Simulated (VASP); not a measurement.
# Si3C (P-6m2) in VASP: a series of runs

Si3C is run at these levels: PBE; tasks: relaxation of cell and atoms, single point.

Everything below comes from runs of VASP 6.6.1. Logs are shortened: lines on timing, memory, paths and dates and some standing lists are left out, and cuts for length are marked.

### 1 The cell of the first run

The structure is hexagonal, space group P-6m2 (No. 187). The conventional cell has a = 2.800 Å, b = 2.800 Å, c = 7.645 Å, α = 90.00°, β = 90.00°, γ = 120.00°. Within 2.7 Å of Si (site symmetry 3m) lie 3 C at 2.02 Å and 1 Si at 2.42 Å. Si (site symmetry -6m2) has 12 Si at 2.80 to 3.07 Å within 3.7 Å. C (site symmetry -6m2) has 6 Si at 2.02 Å within 2.7 Å.

### 2 Relaxation of cell and atoms, PBE

Contents of INCAR:

```
  PREC = Accurate
  ENCUT = 600
  EDIFF = 1E-6
  ISMEAR = 0
  SIGMA = 0.1
  LREAL = False
  LASPH = True
  NELM = 60
  ALGO = Normal
  ISIF = 3
  LWAVE = False
  LCHARG = False
  GGA = PE
  IBRION = 2
  NSW = 100
  EDIFFG = -0.01
```

Contents of KPOINTS:

```
regular mesh
0
Gamma
  18 18 6
```

Contents of POSCAR:

```
Si3C
1.0
    2.7996751128      0.0000000000      0.0000000000
   -1.3998375564      2.4245897701      0.0000000000
    0.0000000000      0.0000000000      7.6451662623
Si C
3 1
Direct
    0.3333333333      0.6666666667      0.8418020351
    0.3333333333      0.6666666667      0.1581979649
    0.6666666667      0.3333333333      0.5000000000
    0.6666666667      0.3333333333      0.0000000000
```

Potentials or basis: VASP PAW PBE potentials, release 64 (Si, C).

Started as:

```bash
$ cat potpaw_PBE.64/Si/POTCAR potpaw_PBE.64/C/POTCAR > POTCAR
$ mpirun -np 1 vasp_std > vasp.out
```

OUTCAR:

```text
PREC = Accurate
   ENCUT = 600
   EDIFF = 1E-6
   ISMEAR = 0
   LREAL = False
   LASPH = True
   NELM = 60
   ISIF = 3
   GGA = PE
   IBRION = 2
   NSW = 100
   EDIFFG = -0.01

 ion  position               nearest neighbor table
   1  0.333  0.667  0.842-   4 2.02   4 2.02   4 2.02   2 2.42   3 3.07   3 3.07   3 3.07
   2  0.333  0.667  0.158-   4 2.02   4 2.02   4 2.02   1 2.42   3 3.07   3 3.07   3 3.07
   3  0.667  0.333  0.500-   1 3.07   2 3.07   1 3.07   2 3.07   1 3.07   2 3.07
   4  0.667  0.333  0.000-   1 2.02   2 2.02   1 2.02   2 2.02   1 2.02   2 2.02

  LATTYP: Found a hexagonal cell.
 ALAT       =     2.7996751128
 C/A-ratio  =     2.7307333724

  Lattice vectors:

 A1 = (   2.7996751128,   0.0000000000,   0.0000000000)
 A2 = (  -1.3998375564,   2.4245897701,   0.0000000000)
 A3 = (   0.0000000000,   0.0000000000,   7.6451662623)

Analysis of symmetry for initial positions (statically):
=====================================================================
 Subroutine PRICEL returns:
 Original cell was already a primitive cell.

 Routine SETGRP: Setting up the symmetry group for a
 hexagonal supercell.

 Subroutine GETGRP returns: Found 12 space group operations
 (whereof 12 operations were pure point group operations)
 out of a pool of 24 trial point group operations.

The static configuration has the point symmetry D_3h.

Analysis of symmetry for dynamics (positions and initial velocities):
=====================================================================
 Subroutine PRICEL returns:
 Original cell was already a primitive cell.

 Routine SETGRP: Setting up the symmetry group for a
 hexagonal supercell.

 Subroutine GETGRP returns: Found 12 space group operations
 (whereof 12 operations were pure point group operations)
 out of a pool of 24 trial point group operations.

The dynamic configuration has the point symmetry D_3h.

 Subroutine INISYM returns: Found 12 space group operations
 (whereof 12 operations are pure point group operations),
 and found     1 'primitive' translations

----------------------------------------------------------------------------------------

                                     Primitive cell

  volume of cell :      51.8959

  direct lattice vectors                    reciprocal lattice vectors
     2.799675113  0.000000000  0.000000000     0.357184302  0.206220453  0.000000000
    -1.399837556  2.424589770  0.000000000     0.000000000  0.412440905  0.000000000
     0.000000000  0.000000000  7.645166262     0.000000000  0.000000000  0.130801603

  length of vectors
     2.799675113  2.799675113  7.645166262     0.412440905  0.412440905  0.130801603

  position of ions in fractional coordinates (direct lattice)
     0.333333333  0.666666667  0.841802035
     0.333333333  0.666666667  0.158197965
     0.666666667  0.333333333  0.500000000
     0.666666667  0.333333333  0.000000000

  ion indices of the primitive-cell ions
   primitive index   ion index
                 1           1
                 2           2
                 3           3
                 4           4

----------------------------------------------------------------------------------------

 KPOINTS: regular mesh

Automatic generation of k-mesh.
 Grid dimensions read from file:
 generate k-points for:   18   18    6

 Generating k-lattice:

  Cartesian coordinates                     Fractional coordinates (reciprocal lattice)
     0.019843572  0.011456692  0.000000000     0.055555556  0.000000000  0.000000000
     0.000000000  0.022913384  0.000000000     0.000000000  0.055555556  0.000000000
     0.000000000  0.000000000  0.021800267     0.000000000  0.000000000  0.166666667

  Length of vectors
     0.022913384  0.022913384  0.021800267

  Shift w.r.t. Gamma in fractional coordinates (k-lattice)
     0.000000000  0.000000000  0.000000000

 Subroutine IBZKPT returns following result:
 ===========================================

 Found    148 irreducible k-points:

 Following reciprocal coordinates:
            Coordinates               Weight
  0.000000  0.000000  0.000000      1.000000
  0.055556  0.000000  0.000000      6.000000
  0.111111  0.000000  0.000000      6.000000
  0.166667  0.000000  0.000000      6.000000
  0.222222  0.000000  0.000000      6.000000
  0.277778  0.000000  0.000000      6.000000
[... 16 lines left out ...]
  0.333333  0.111111  0.000000     12.000000
  0.388889  0.111111  0.000000     12.000000
 [... further k-points ...]
   k-points           NKPTS =    148   k-points in BZ     NKDIM =    148   number of bands    NBANDS=     12
   number of dos      NEDOS =    301   number of ions     NIONS =      4
   total plane-waves  NPLWV =  36864
   dimension x,y,z NGX =    24 NGY =   24 NGZ =   64
   dimension x,y,z NGXF=    48 NGYF=   48 NGZF=  128
   ions per type =               3   1
   NGX,Y,Z   is equivalent  to a cutoff of  14.25, 14.25, 13.92 a.u.
   NGXF,Y,Z  is equivalent  to a cutoff of  28.50, 28.50, 27.83 a.u.
 SYSTEM =  unknown system
   PREC   = accura    normal or accurate (medium, high low for compatibility)
   ISTART =      0    job   : 0-new  1-cont  2-samecut
   ICHARG =      2    charge: 1-file 2-atom 10-const
   ISPIN  =      1    spin polarized calculation?
   LNONCOLLINEAR =      F non collinear calculations
   LSORBIT =      F    spin-orbit coupling
   LASPH  =      T    aspherical Exc in radial PAW
   ENCUT  =  600.0 eV  44.10 Ry    6.64 a.u.   5.59  5.59 15.27*2*pi/ulx,y,z
   NELM   =     60;   NELMIN=  2; NELMDL= -5     # of ELM steps
   EDIFF  = 0.1E-05   stopping-criterion for ELM
   LREAL  =      F    real-space projection
   EDIFFG = -.1E-01   stopping-criterion for IOM
   NSW    =    100    number of steps for IOM
   IBRION =      2    ionic relax: 0-MD 1-quasi-New 2-CG
   NFREE  =      1    steps in history (QN), initial steepest desc. (CG)
   ISIF   =      3    stress and relaxation
   ISYM   =      2    0-nonsym 1-usesym 2-fastsym
   POTIM  = 0.5000    time-step for ionic-motion
   TEBEG  =    0.0;   TEEND  =   0.0 temperature during run
   PSTRESS=    0.0 pullay stress
   NELECT =      16.0000    total number of electrons
   NUPDOWN=      -1.0000    fix difference up-down
   EMIN   =  10.00;   EMAX   =-10.00  energy-range for DOS
   EFERMI =   0.00;   METHOD = LEGACY
   ISMEAR =     0;   SIGMA  =   0.10  broadening in eV -4-tet -1-fermi 0-gaus
   EFERMI_NEDOS =   21; number of points for ismear=-14 and -15
   IALGO  =     38    algorithm
   IMIX   =      4    mixing-type and parameters
     AMIX     =   0.40;   BMIX     =  1.00
     AMIX_MAG =   1.60;   BMIX_MAG =  1.00
  volume/ion in A,a.u.               =      12.97        87.55
  Fermi-wavevector in a.u.,A,eV,Ry     =   1.105954  2.089951 16.641763  1.223135
  Thomas-Fermi vector in A             =   2.242449
   LORBIT       =      0    0 simple, 1 ext, 2 COOP (PROOUT), +10 PAW based schemes
   GGA     = PE    functional components
   LHFCALC =     F    Hartree Fock is set to
   AEXX    =    0.0000 exact exchange contribution
   IVDW    =     0    specifies the selected vdW correction
   LEPSILON=     F    determine dielectric tensor
   LRPA    =     F    only Hartree local field effects (RPA)
 conjugate gradient relaxation of ions
 non-spin polarized calculation
 Gauss-broadening in eV      SIGMA  =   0.10
  energy-cutoff  :      600.00
  volume of cell :       51.90
 maximum number of plane-waves:      1770
 NGX is ok and might be reduce to    24
   NGX = 11   NGY = 11   NGZ = 31

--------------------------------------- Ionic step        1  -------------------------------------------

 number of electron      16.0000000 magnetization

 Free energy of the ion-electron system (eV)
  ---------------------------------------------------
  ext. energy  EPLUGINS =         0.00000000
  ---------------------------------------------------
  free energy    TOTEN  =       -22.46688592 eV

  energy without entropy =      -22.45952217  energy(sigma->0) =      -22.46320404

------------------------ aborting loop because EDIFF is reached ----------------------------------------

  FORCE on cell =-STRESS in cart. coord.  units (eV):
  Direction    XX          YY          ZZ          XY          YZ          ZX
  --------------------------------------------------------------------------------------
  -------------------------------------------------------------------------------------
  Total        0.6998300      0.6998300     -1.9461924      0.0000000     -0.0000000      0.0000000
  in kB       21.6057962     21.6057962    -60.0846475      0.0000000     -0.0000000      0.0000000
  external PRESSURE =      -5.6243517 kB  Pullay stress =       0.0000000 kB
[... 95 lines left out ...]
  FREE ENERGIE OF THE ION-ELECTRON SYSTEM (eV)
  ---------------------------------------------------
  free  energy   TOTEN  =       -22.5033909055 eV

  energy  without entropy=      -22.4946595873  energy(sigma->0) =      -22.49902525

 E-fermi :   9.9389     XC(G=0): -11.3716

 val. band max:        9.9206224827   @ k =   0.2778   0.2778   0.3333
 cond. band min:       9.9397262324   @ k =   0.1667   0.1667   0.0000
 fundamental gap:      0.0191037497
 Fermi energy:         9.9389286450

 k-point     1 :       0.0000    0.0000    0.0000
  band No.  band energies     occupation
      1      -6.6587      2.00000
      2      -1.9888      2.00000
      3      -1.7174      2.00000
      4       6.1133      2.00000
      5       7.6022      2.00000
      6       8.9938      2.00000
      7       8.9938      2.00000
      8      14.5800      0.00000
      9      16.0140      0.00000
     10      16.0140      0.00000
     11      16.9639      0.00000
     12      16.9639      0.00000
[... 331 lines left out ...]
 k-point    24 :       0.3889    0.1111    0.0000
  band No.  band energies     occupation
      1      -2.9149      2.00000
      2       0.2036      2.00000
      3       2.3888      2.00000
      4       2.4259      2.00000
      5       4.9458      2.00000
      6       5.4250      2.00000
      7       5.6418      2.00000
      8       9.5038      2.00000
      9      10.6797      0.00000
     10      11.7159      0.00000
     11      11.7232      0.00000
     12      13.2779      0.00000

 [... further k-points ...]

[... ionic steps 4 to 16 ...]

--------------------------------------- Ionic step       17  -------------------------------------------

 number of electron      16.0000000 magnetization

------------------------ aborting loop because EDIFF is reached ----------------------------------------

  FORCE on cell =-STRESS in cart. coord.  units (eV):
  Direction    XX          YY          ZZ          XY          YZ          ZX
  --------------------------------------------------------------------------------------
  -------------------------------------------------------------------------------------
  Total        0.0098212      0.0098212      0.0922453      0.0000000     -0.0000000      0.0000000
  in kB        0.3278651      0.3278651      3.0794594      0.0000000     -0.0000000      0.0000000
  external PRESSURE =       1.2450632 kB  Pullay stress =       0.0000000 kB
[... 61 lines left out ...]
  energy  without entropy=      -22.6501091467  energy(sigma->0) =      -22.65383962

--------------------------------------- Ionic step       19  -------------------------------------------

 number of electron      16.0000000 magnetization

 Free energy of the ion-electron system (eV)
  ---------------------------------------------------
  ext. energy  EPLUGINS =         0.00000000
  ---------------------------------------------------
  free energy    TOTEN  =       -22.65758897 eV

  energy without entropy =      -22.65008833  energy(sigma->0) =      -22.65383865

 E-fermi :  10.3660     XC(G=0): -11.5064

 val. band max:       10.3524705364   @ k =   0.3889   0.1111   0.5000
 cond. band min:      10.3696018194   @ k =   0.3889   0.1111   0.3333
 fundamental gap:      0.0171312830
 Fermi energy:        10.3659896789

 k-point     1 :       0.0000    0.0000    0.0000
  band No.  band energies     occupation
      1      -6.5529      2.00000
      2      -1.8232      2.00000
      3      -1.5630      2.00000
      4       6.3520      2.00000
      5       7.9379      2.00000
      6       9.4356      2.00000
      7       9.4356      2.00000
      8      15.3932      0.00000
      9      16.6701      0.00000
     10      16.6701      0.00000
     11      17.6515      0.00000
     12      17.6515      0.00000
[... 331 lines left out ...]
 k-point    24 :       0.3889    0.1111    0.0000
  band No.  band energies     occupation
      1      -2.6864      2.00000
      2       0.4566      2.00000
      3       2.6739      2.00000
      4       2.6850      2.00000
      5       5.2669      2.00000
      6       5.7799      2.00000
      7       5.9823      2.00000
      8       9.8570      2.00000
      9      11.1552      0.00000
     10      12.1522      0.00000
     11      12.2086      0.00000
     12      13.8201      0.00000

 [... further k-points ...]
[... 5 lines left out ...]
  --------------------------------------------------------------------------------------
  -------------------------------------------------------------------------------------
  Total       -0.0151135     -0.0151135     -0.0066006      0.0000000      0.0000000      0.0000000
  in kB       -0.5039951     -0.5039951     -0.2201123      0.0000000      0.0000000      0.0000000
  external PRESSURE =      -0.4093675 kB  Pullay stress =       0.0000000 kB
[... 19 lines left out ...]
  FREE ENERGIE OF THE ION-ELECTRON SYSTEM (eV)
  ---------------------------------------------------
  free  energy   TOTEN  =       -22.6575889666 eV

  energy  without entropy=      -22.6500883263  energy(sigma->0) =      -22.65383865

 reached required accuracy - stopping structural energy minimisation
```

Run time: 11 min. Hardware: 1 thread of AMD EPYC 9R45 (Zen 5), shared host; peak memory 0.23 GiB.

Results:

```
Free energy                            : -22.6576 eV
Relaxed volume                         : 12.01 Å³/atom
Relaxed cell                           : a = 2.889 Å, b = 2.889 Å, c = 6.645 Å, α = 90.00°, β = 90.00°, γ = 120.00°
Space group after relaxing (to 0.05 Å) : P-6m2 (No. 187)
Energy gained by relaxing              : 47.7 meV/atom
Ionic steps                            : 19
Pressure after relaxing                : 0.0 GPa
Band gap on the k mesh                 : zero (band 8 reaches 15.50 eV, above the bottom of band 9 at 7.64 eV)
```

Forces on the atoms (eV/Å):
```
Si   0.000  0.000  0.002
Si   0.000  0.000 -0.002
Si   0.000  0.000  0.000
C    0.000  0.000  0.000
```

Step by step:
```
step  energy change (eV)  largest force (eV/Å)  pressure (GPa)  volume (Å³)
   1              0.0000                0.1880           -0.56        51.90
   2             -0.0349                0.8144           -0.10        51.54
   3             -0.0365                1.0174            0.09        51.43
   4             -0.0598                0.8533           -0.55        51.31
   5             -0.1135                0.3521           -2.20        50.93
   6             -0.1584                0.2767           -4.37        50.09
   7             -0.0471                1.4571           -1.91        48.02
   8             -0.1674                0.0600           -3.61        49.93
   9             -0.1535                0.4322           -3.96        49.03
  10             -0.1716                0.1076           -3.71        49.60
  11             -0.1830                0.0742            0.01        47.82
  12             -0.1846                0.0896           -0.97        48.27
  13             -0.1847                0.0900           -1.06        48.31
  14             -0.1887                0.0645           -0.57        48.16
  15             -0.1906                0.0389            0.01        47.99
  16             -0.1906                0.0342            0.11        47.96
  17             -0.1907                0.0248            0.12        47.99
  18             -0.1907                0.0070            0.11        47.98
  19             -0.1907                0.0020           -0.04        48.05
```

Final structure:
```
CELL_PARAMETERS angstrom
2.88937 0.00000 0.00000
-1.44468 2.50227 0.00000
0.00000 0.00000 6.64529
ATOMIC_POSITIONS crystal
Si 0.33333 0.66667 0.81668
Si 0.33333 0.66667 0.18332
Si 0.66667 0.33333 0.50000
C 0.66667 0.33333 0.00000
```

### 3 Relaxation of cell and atoms, PBE

This run uses another cell than the first one, of 12.01 Å³/atom, 0.926 times its volume.

Contents of INCAR:

```
SYSTEM = Si3C
  ALGO = Normal
  EDIFF = 1E-6
  EDIFFG = -0.01
  ENCUT = 600
  GGA = PE
  IBRION = 2
  ISIF = 3
  ISMEAR = 0
  LASPH = .True.
  LCHARG = .False.
  LREAL = .False.
  LWAVE = .False.
  NELM = 80
  NSW = 100
  PREC = Accurate
  SIGMA = 0.1
```

Contents of KPOINTS:

```
k-points
0
Gamma
  18 18 8
  0 0 0
```

Contents of POSCAR:

```
Si3C
1.0
    2.8876480600      0.0000000000      0.0000000000
   -1.4438240300      2.5007765772      0.0000000000
    0.0000000000      0.0000000000      6.6532786222
Si C
3 1
Direct
    0.3333333333      0.6666666667      0.8168380082
    0.3333333333      0.6666666667      0.1831619918
    0.6666666667      0.3333333333      0.5000000000
    0.6666666667      0.3333333333      0.0000000000
```

Potentials or basis: VASP PAW PBE potentials, release 64 (Si, C).

Started as:

```bash
$ cat potpaw_PBE.64/Si/POTCAR potpaw_PBE.64/C/POTCAR > POTCAR
$ mpirun -np 1 vasp_std > vasp.out
```

Run time: 8.3 min. Hardware: 1 thread of AMD EPYC 9R45 (Zen 5), shared host; peak memory 0.23 GiB.

Results (log left out):

- Free energy: -22.6571 eV
- Relaxed volume: 11.96 Å³/atom
- Relaxed cell: a = 2.906 Å, b = 2.906 Å, c = 6.541 Å, α = 90.00°, β = 90.00°, γ = 120.00°
- Space group after relaxing (to 0.05 Å): P-6m2 (No. 187)
- Energy gained by relaxing: 0.9 meV/atom
- Ionic steps: 18
- Pressure after relaxing: -0.1 GPa
- Largest force after relaxing: 0.008 eV/Å
- Band gap on the k mesh: zero (band 8 reaches 15.34 eV, above the bottom of band 9 at 7.68 eV)

Forces in eV/Å, atoms in the order of the input:
```
Si   0.000  0.000 -0.008
Si   0.000  0.000  0.008
Si   0.000  0.000  0.000
C    0.000  0.000  0.000
```

Stress tensor (GPa, compression positive):
```
-0.13  0.00  0.00
 0.00 -0.13  0.00
 0.00  0.00  0.05
```

The path:
| step | energy change (eV) | largest force (eV/Å) | pressure (GPa) | volume (Å³) |
| --- | --- | --- | --- | --- |
| 1 | 0.0000 | 0.0156 | -0.03 | 48.05 |
| 2 | -0.0002 | 0.0468 | 0.00 | 48.03 |
| 3 | -0.0006 | 0.1359 | 0.09 | 47.99 |
| 4 | -0.0003 | 0.3041 | 0.32 | 47.91 |
| 5 | -0.0007 | 0.1852 | 0.15 | 47.97 |
| 6 | -0.0007 | 0.1860 | 0.15 | 47.97 |
| 7 | -0.0008 | 0.1885 | 0.15 | 47.97 |
| 8 | -0.0009 | 0.1939 | 0.14 | 47.96 |
| 9 | -0.0012 | 0.2045 | 0.14 | 47.95 |
| 10 | -0.0016 | 0.2224 | 0.14 | 47.93 |
| 11 | -0.0016 | 0.2457 | 0.18 | 47.88 |
| 12 | -0.0018 | 0.2343 | 0.15 | 47.91 |
| 13 | -0.0023 | 0.1991 | 0.09 | 47.91 |
| 14 | -0.0033 | 0.0956 | -0.10 | 47.90 |
| 15 | -0.0034 | 0.0487 | -0.18 | 47.90 |
| 16 | -0.0034 | 0.0428 | -0.20 | 47.90 |
| 17 | -0.0035 | 0.0342 | -0.16 | 47.88 |
| 18 | -0.0037 | 0.0079 | -0.07 | 47.84 |

Final structure:
```
Si C
1.0
     2.90609    0.00000    0.00000
    -1.45305    2.51675    0.00000
     0.00000    0.00000    6.54114
Si C
3 1
Cartesian
  0.0000 1.6778 5.3211
  0.0000 1.6778 1.2200
  1.4530 0.8389 3.2706
  1.4530 0.8389 0.0000
```

Levels at points of the mesh, in eV from the Fermi level:
```
           k point  band 6  band 7  band 8  band 9  band 10  band 11
(0.00, 0.00, 0.00)   -1.04   -1.04    4.74    6.01     6.01     6.98
(0.50, 0.00, 0.00)   -5.40   -3.31   -0.33    1.51     2.77     2.87
(0.00, 0.00, 0.50)   -1.03    2.26    4.45    5.15     5.99     5.99
(0.50, 0.00, 0.50)   -3.64   -3.29   -2.25   -1.45     1.96     2.32
```

[end of part 1 of 2]
